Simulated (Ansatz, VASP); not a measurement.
**Two plane-wave programs on TePb**

POSCAR

```
TePb
1.0
    3.9205847483      0.0000000000      0.0000000000
    0.0000000000      3.9205847483      0.0000000000
    0.0000000000      0.0000000000      3.9205847483
Pb Te
1 1
Direct
    0.0000000000      0.0000000000      0.0000000000
    0.5000000000      0.5000000000      0.5000000000
```

INCAR.step1

```
  ALGO = Normal
  EDIFF = 1E-5
  ENCUT = 520
  GGA = PE
  ISIF = 2
  ISMEAR = -1
  LASPH = True
  LCHARG = False
  LREAL = False
  LWAVE = True
  NBANDS = 17
  NELM = 80
  PREC = Accurate
  SIGMA = 0.05
```

Contents of INCAR.step2:

```
  AEXX = 0.25
  ALGO = Normal
  EDIFF = 1E-6
  ENCUT = 520
  ISIF = 2
  ISMEAR = -1
  ISTART = 1
  LASPH = True
  LCHARG = False
  LHFCALC = True
  LMIXTAU = True
  LREAL = False
  LWAVE = False
  METAGGA = R2SCAN
  NBANDS = 17
  NELM = 80
  PREC = Accurate
  PRECFOCK = Normal
  SIGMA = 0.05
```

Contents of KPOINTS:

```
k-points
0
Gamma
  4 4 4
```

The input input.yaml:

```yaml
crystal:
  lattice:
    - [3.9205847483, 0.0, 0.0]
    - [0.0, 3.9205847483, 0.0]
    - [0.0, 0.0, 3.9205847483]
  atoms:
    - { symbol: Pb, position: [0.0, 0.0, 0.0] }
    - { symbol: Te, position: [0.5, 0.5, 0.5] }
hamiltonian:
  xc: r2scan0
  pseudopotentials: { kind: paw }
kpoints:
  mp_grid: { grid: [4, 4, 4] }
scf:
  occupations: { method: fermi_dirac, width: 0.05 }
output:
  forces: true
  stress: true
  eigenvalues: true
```

Alike in both runs: task single point; functional r2SCAN0; k mesh 4 × 4 × 4; occupations fermi-dirac, width 0.05 eV; no spin polarisation.

```csv
,VASP,Ansatz
version,VASP 6.6.1,Ansatz 0.2.0
potentials or method,"VASP PAW PBE potentials, release 64 (Pb_d, Te)",Ansatz PAW
plane-wave cutoff (eV),520,500
valence electrons in the cell,20,30
```

VASP gave:

- gap on the k mesh at the Fermi level (eV): none
- pressure (GPa): 2.6

Question: Which values does Ansatz return?

Answer: gap on the k mesh at the Fermi level (eV): none; pressure (GPa): 2.9.

VASP's potentials were made for PBE, not for r2SCAN0. A gap of «none» marks a metal or a gap that the smearing closes. The functional is the same, so the differences come from potentials, cutoffs and numerics. VASP's potentials hold 20 valence electrons a cell and Ansatz's 30, so a difference there can come from the potentials and not from the codes.

The k mesh is coarse, so the values compare programs but aren't converged. Neither program's run includes spin-orbit coupling.
